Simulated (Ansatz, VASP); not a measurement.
## Two plane-wave programs on GaN

INCAR

```
SYSTEM = GaN
PREC = Accurate ; ENCUT = 520
EDIFF = 1E-8 ; ISMEAR = -1
SIGMA = 0.02 ; LREAL = .False.
LASPH = .True. ; NELM = 60
ALGO = Normal ; ISIF = 2
LWAVE = .False. ; LCHARG = .False.
GGA = PS ; LEFG = .True.
NBANDS = 16
```

File KPOINTS:

```
regular mesh
0
Gamma
  10 10 10
  0 0 0
```

The input POSCAR:

```
GaN
1.0
    0.0000000000      1.9655710232      1.9655710232
    1.9655710232      0.0000000000      1.9655710232
    1.9655710232      1.9655710232      0.0000000000
Ga N
1 1
Direct
    0.5000000000      0.5000000000      0.5000000000
    0.0000000000      0.0000000000      0.0000000000
```

Input for Ansatz:

```yaml
crystal:
  lattice:
    - [0.0, 1.9655710232, 1.9655710232]
    - [1.9655710232, 0.0, 1.9655710232]
    - [1.9655710232, 1.9655710232, 0.0]
  atoms:
    - { symbol: Ga, position: [0.5, 0.5, 0.5] }
    - { symbol: "N", position: [0.0, 0.0, 0.0] }
kpoints:
  mp_grid: { grid: [10, 10, 10] }
scf:
  occupations: { method: fermi_dirac, width: 0.02 }
hamiltonian:
  xc: pbesol
  pseudopotentials: { kind: paw }
output:
  forces: true
  stress: true
  eigenvalues: true
  efg: { contact_densities: true }
```

Change from the starting cell: volume scaled by 0.96, PAW files.

Alike in both runs: task electric field gradients; functional PBEsol; k mesh 10 × 10 × 10; occupations fermi-dirac, width 0.02 eV; no spin polarisation.

|  | VASP | Ansatz |
| --- | --- | --- |
| version | VASP 6.6.1 | Ansatz 0.2.0 |
| potentials or method | VASP PAW PBE potentials, release 64 (Ga_d, N) | PAW with Ansatz's default frozen-core files, scalar-relativistic |
| plane-wave cutoff (eV) | 520 | 420 |
| valence electrons in the cell | 18 | 18 |

```csv
,VASP,Ansatz,Ansatz less VASP
gap on the k mesh at the Fermi level (eV),2.03,2.04,+0.011
pressure (GPa),80.4,79.5,-0.90
```

VASP's potentials were made for PBE, not for PBEsol. Both programs put the cell under a high pressure, so it lies far from rest at this level. With one functional, cell and mesh, what is left measures potentials, basis and numerics.

Noted on VASP's run: the cell as given lies far from equilibrium.
